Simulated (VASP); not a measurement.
# Ta (Im-3m) in VASP: further runs

Runs on Ta. Level: LDA. Tasks: single point, relaxation of cell and atoms.

Program: VASP 6.6.1. These are calculated values, not measurements. Logs are shortened: lines on timing, memory, paths and dates and some standing lists are left out, and cuts for length are marked.

## 1. The cell of the first run

The structure is cubic, space group Im-3m (No. 229). The conventional cell has a = 3.256 Å, b = 3.256 Å, c = 3.256 Å, α = 90.00°, β = 90.00°, γ = 90.00°. Ta (site symmetry m-3m) has 14 Ta at 2.82 to 3.26 Å within 3.7 Å.

## 2. Single point, LDA

INCAR reads:

```
SYSTEM = Ta
PREC     = Accurate       ! precision mode
ENCUT    = 520            ! plane-wave cutoff, eV
EDIFF    = 1E-7           ! SCF threshold, eV
ISMEAR   = -1             ! smearing method
SIGMA    = 0.15           ! smearing width, eV
LREAL    = .False.        ! projectors in reciprocal space
LASPH    = .True.         ! aspherical terms in the spheres
NELM     = 60             ! most SCF steps
ALGO     = Normal         ! electronic algorithm
ISIF     = 2              ! what is computed and relaxed
LWAVE    = .False.        ! write WAVECAR
LCHARG   = .False.        ! write CHGCAR
GGA      = CA             ! functional
NBANDS   = 12             ! bands
```

KPOINTS reads:

```
regular mesh
0
Gamma
  20 20 20
  0 0 0
```

POSCAR reads:

```
Ta
1.0
   -1.6278072353      1.6278072353      1.6278072353
    1.6278072353     -1.6278072353      1.6278072353
    1.6278072353      1.6278072353     -1.6278072353
Ta
1
Direct
    0.0000000000      0.0000000000      0.0000000000
```

Potentials or basis: VASP PAW LDA potentials, release 64 (Ta_pv).

Started as:

```
> cat potpaw_LDA.64/Ta_pv/POTCAR > POTCAR
> mpirun -np 1 vasp_std > vasp.out
```

OUTCAR:

```text
SYSTEM = Ta
   PREC = Accurate
   ENCUT = 520
   EDIFF = 1E-7
   ISMEAR = -1
   LREAL = .False.
   LASPH = .True.
   NELM = 60
   ISIF = 2
   GGA = CA

 ion  position               nearest neighbor table
   1  0.000  0.000  0.000-

  LATTYP: Found a body centered cubic cell.
 ALAT       =     3.2556144706

  Lattice vectors:

 A1 = (  -1.6278072353,   1.6278072353,   1.6278072353)
 A2 = (   1.6278072353,  -1.6278072353,   1.6278072353)
 A3 = (   1.6278072353,   1.6278072353,  -1.6278072353)

Analysis of symmetry for initial positions (statically):
=====================================================================
 Subroutine PRICEL returns:
 Original cell was already a primitive cell.

 Routine SETGRP: Setting up the symmetry group for a
 body centered cubic supercell.

 Subroutine GETGRP returns: Found 48 space group operations
 (whereof 48 operations were pure point group operations)
 out of a pool of 48 trial point group operations.

The static configuration has the point symmetry O_h .

Analysis of symmetry for dynamics (positions and initial velocities):
=====================================================================
 Subroutine PRICEL returns:
 Original cell was already a primitive cell.

 Routine SETGRP: Setting up the symmetry group for a
 body centered cubic supercell.

 Subroutine GETGRP returns: Found 48 space group operations
 (whereof 48 operations were pure point group operations)
 out of a pool of 48 trial point group operations.

The dynamic configuration has the point symmetry O_h .

 Subroutine INISYM returns: Found 48 space group operations
 (whereof 48 operations are pure point group operations),
 and found     1 'primitive' translations

----------------------------------------------------------------------------------------

                                     Primitive cell

  volume of cell :      17.2532

  direct lattice vectors                    reciprocal lattice vectors
    -1.627807235  1.627807235  1.627807235     0.000000000  0.307161677  0.307161677
     1.627807235 -1.627807235  1.627807235     0.307161677  0.000000000  0.307161677
     1.627807235  1.627807235 -1.627807235     0.307161677  0.307161677  0.000000000

  length of vectors
     2.819444836  2.819444836  2.819444836     0.434392209  0.434392209  0.434392209

  position of ions in fractional coordinates (direct lattice)
     0.000000000  0.000000000  0.000000000

  ion indices of the primitive-cell ions
   primitive index   ion index
                 1           1

----------------------------------------------------------------------------------------

 KPOINTS: regular mesh

Automatic generation of k-mesh.
 Grid dimensions read from file:
 generate k-points for:   20   20   20

 Generating k-lattice:

  Cartesian coordinates                     Fractional coordinates (reciprocal lattice)
     0.000000000  0.015358084  0.015358084     0.050000000  0.000000000  0.000000000
     0.015358084  0.000000000  0.015358084     0.000000000  0.050000000  0.000000000
     0.015358084  0.015358084  0.000000000     0.000000000  0.000000000  0.050000000

  Length of vectors
     0.021719610  0.021719610  0.021719610

  Shift w.r.t. Gamma in fractional coordinates (k-lattice)
     0.000000000  0.000000000  0.000000000

 Subroutine IBZKPT returns following result:
 ===========================================

 Found    256 irreducible k-points:

 Following reciprocal coordinates:
            Coordinates               Weight
  0.000000  0.000000  0.000000      1.000000
  0.050000  0.000000  0.000000     12.000000
  0.100000  0.000000  0.000000     12.000000
  0.150000  0.000000  0.000000     12.000000
  0.200000  0.000000  0.000000     12.000000
  0.250000  0.000000  0.000000     12.000000
[... 16 lines left out ...]
  0.200000  0.100000  0.000000     48.000000
  0.250000  0.100000  0.000000     48.000000
 [... further k-points ...]
   k-points           NKPTS =    256   k-points in BZ     NKDIM =    256   number of bands    NBANDS=     12
   number of dos      NEDOS =    301   number of ions     NIONS =      1
   total plane-waves  NPLWV =  13824
   dimension x,y,z NGX =    24 NGY =   24 NGZ =   24
   dimension x,y,z NGXF=    48 NGYF=   48 NGZF=   48
   ions per type =               1
   NGX,Y,Z   is equivalent  to a cutoff of  14.15, 14.15, 14.15 a.u.
   NGXF,Y,Z  is equivalent  to a cutoff of  28.30, 28.30, 28.30 a.u.
 SYSTEM =  Ta
   PREC   = accura    normal or accurate (medium, high low for compatibility)
   ISTART =      0    job   : 0-new  1-cont  2-samecut
   ICHARG =      2    charge: 1-file 2-atom 10-const
   ISPIN  =      1    spin polarized calculation?
   LNONCOLLINEAR =      F non collinear calculations
   LSORBIT =      F    spin-orbit coupling
   LASPH  =      T    aspherical Exc in radial PAW
   ENCUT  =  520.0 eV  38.22 Ry    6.18 a.u.   5.24  5.24  5.24*2*pi/ulx,y,z
   NELM   =     60;   NELMIN=  2; NELMDL= -5     # of ELM steps
   EDIFF  = 0.1E-06   stopping-criterion for ELM
   LREAL  =      F    real-space projection
   EDIFFG = 0.1E-05   stopping-criterion for IOM
   NSW    =      0    number of steps for IOM
   IBRION =     -1    ionic relax: 0-MD 1-quasi-New 2-CG
   NFREE  =      0    steps in history (QN), initial steepest desc. (CG)
   ISIF   =      2    stress and relaxation
   ISYM   =      2    0-nonsym 1-usesym 2-fastsym
   POTIM  = 0.5000    time-step for ionic-motion
   TEBEG  =    0.0;   TEEND  =   0.0 temperature during run
   PSTRESS=    0.0 pullay stress
   NELECT =      11.0000    total number of electrons
   NUPDOWN=      -1.0000    fix difference up-down
   EMIN   =  10.00;   EMAX   =-10.00  energy-range for DOS
   EFERMI =   0.00;   METHOD = LEGACY
   ISMEAR =    -1;   SIGMA  =   0.15  broadening in eV -4-tet -1-fermi 0-gaus
   EFERMI_NEDOS =   21; number of points for ismear=-14 and -15
   IALGO  =     38    algorithm
   IMIX   =      4    mixing-type and parameters
     AMIX     =   0.40;   BMIX     =  1.00
     AMIX_MAG =   1.60;   BMIX_MAG =  1.00
  volume/ion in A,a.u.               =      17.25       116.43
  Fermi-wavevector in a.u.,A,eV,Ry     =   1.409017  2.662655 27.012022  1.985328
  Thomas-Fermi vector in A             =   2.531115
   LORBIT       =      0    0 simple, 1 ext, 2 COOP (PROOUT), +10 PAW based schemes
   GGA     = CA    functional components
   LHFCALC =     F    Hartree Fock is set to
   AEXX    =    0.0000 exact exchange contribution
   IVDW    =     0    specifies the selected vdW correction
   LEPSILON=     F    determine dielectric tensor
   LRPA    =     F    only Hartree local field effects (RPA)
 non-spin polarized calculation
  energy-cutoff  :      520.00
  volume of cell :       17.25
 maximum number of plane-waves:       478
 NGX is ok and might be reduce to    24
   NGX = 11   NGY = 11   NGZ = 11

 number of electron      11.0000000 magnetization

 Free energy of the ion-electron system (eV)
  ---------------------------------------------------
  ext. energy  EPLUGINS =         0.00000000
  ---------------------------------------------------
  free energy    TOTEN  =       -12.87445836 eV

  energy without entropy =      -12.78284801  energy(sigma->0) =      -12.82865319

 E-fermi :   5.7905     XC(G=0): -13.0153

 val. band max:        5.7718806803   @ k =  -0.4000  -0.4500   0.0500
 cond. band min:       5.7959249469   @ k =  -0.4500  -0.4500   0.2000
 fundamental gap:      0.0240442666
 Fermi energy:         5.7904668113

 k-point     1 :       0.0000    0.0000    0.0000
  band No.  band energies     occupation
      1     -26.9634      2.00000
      2     -26.9634      2.00000
      3     -26.9634      2.00000
      4      -2.2407      2.00000
      5       6.4319      0.02741
      6       6.4319      0.02741
      7       6.4319      0.02741
      8       9.8450      0.00000
      9       9.8450      0.00000
     10      19.6024      0.00000
     11      21.0370      0.00000
     12      21.0370      0.00000

 k-point     2 :       0.0500    0.0000    0.0000
  band No.  band energies     occupation
      1     -27.0006      2.00000
      2     -26.9746      2.00000
      3     -26.9636      2.00000
      4      -2.1214      2.00000
      5       6.3542      0.04557
      6       6.4119      0.03126
      7       6.5484      0.01270
      8       9.7139      0.00000
      9       9.8448      0.00000
     10      19.6025      0.00000
     11      21.1468      0.00000
     12      21.2433      0.00000

 k-point     3 :       0.1000    0.0000    0.0000
  band No.  band energies     occupation
      1     -27.1073      2.00000
      2     -27.0072      2.00000
      3     -26.9643      2.00000
      4      -1.7742      2.00000
      5       6.1372      0.18032
      6       6.3298      0.05342
      7       6.8948      0.00127
      8       9.4208      0.00000
      9       9.8496      0.00000
     10      19.6022      0.00000
     11      21.4372      0.00000
     12      21.8452      0.00000
[... 286 lines left out ...]
 k-point    23 :       0.2000    0.1000    0.0000
  band No.  band energies     occupation
      1     -27.7239      2.00000
      2     -27.1937      2.00000
      3     -27.0146      2.00000
      4       0.4383      2.00000
      5       5.0672      1.98402
      6       5.3509      1.89864
      7       8.8903      0.00000
      8       9.6763      0.00000
      9      10.3725      0.00000
     10      19.5994      0.00000
     11      21.6007      0.00000
     12      23.1187      0.00000

 k-point    24 :       0.2500    0.1000    0.0000
  band No.  band energies     occupation
      1     -27.9065      2.00000
      2     -27.2722      2.00000
      3     -27.0184      2.00000
      4       1.0432      2.00000
      5       4.7401      1.99818
      6       5.3236      1.91479
      7       9.1157      0.00000
      8      10.5167      0.00000
      9      10.7960      0.00000
     10      19.5940      0.00000
     11      20.5413      0.00000
     12      22.1849      0.00000

 [... further k-points ...]
[... 5 lines left out ...]
  --------------------------------------------------------------------------------------
  -------------------------------------------------------------------------------------
  Total        0.0916213      0.0916213      0.0916213     -0.0000000     -0.0000000      0.0000000
  in kB        8.5082058      8.5082058      8.5082058     -0.0000000     -0.0000000      0.0000000
  external PRESSURE =       8.5082058 kB  Pullay stress =       0.0000000 kB

 VOLUME and BASIS-vectors are now :
 -----------------------------------------------------------------------------
  energy-cutoff  :      520.00
  volume of cell :       17.25
      direct lattice vectors                 reciprocal lattice vectors
    -1.627807235  1.627807235  1.627807235     0.000000000  0.307161677  0.307161677
     1.627807235 -1.627807235  1.627807235     0.307161677  0.000000000  0.307161677
     1.627807235  1.627807235 -1.627807235     0.307161677  0.307161677  0.000000000

 POSITION                                       TOTAL-FORCE (eV/Angst)
 -----------------------------------------------------------------------------------
      0.00000      0.00000      0.00000         0.000000     -0.000000      0.000000
 -----------------------------------------------------------------------------------
    total drift:                               -0.000000      0.000000      0.000000

  FREE ENERGIE OF THE ION-ELECTRON SYSTEM (eV)
  ---------------------------------------------------
  free  energy   TOTEN  =       -12.8744583623 eV

  energy  without entropy=      -12.7828480108  energy(sigma->0) =      -12.82865319
```

Wall time 27 s (1 thread of Intel Xeon 6975P-C, shared host); peak memory 0.17 GiB.

What came out:

```yaml
Free_energy: -12.8745 eV
Pressure: 0.9 GPa
```

Caveat: spin-orbit coupling is left out, which moves the levels of the heavy elements.

(Part 1 of 2 ends here.)
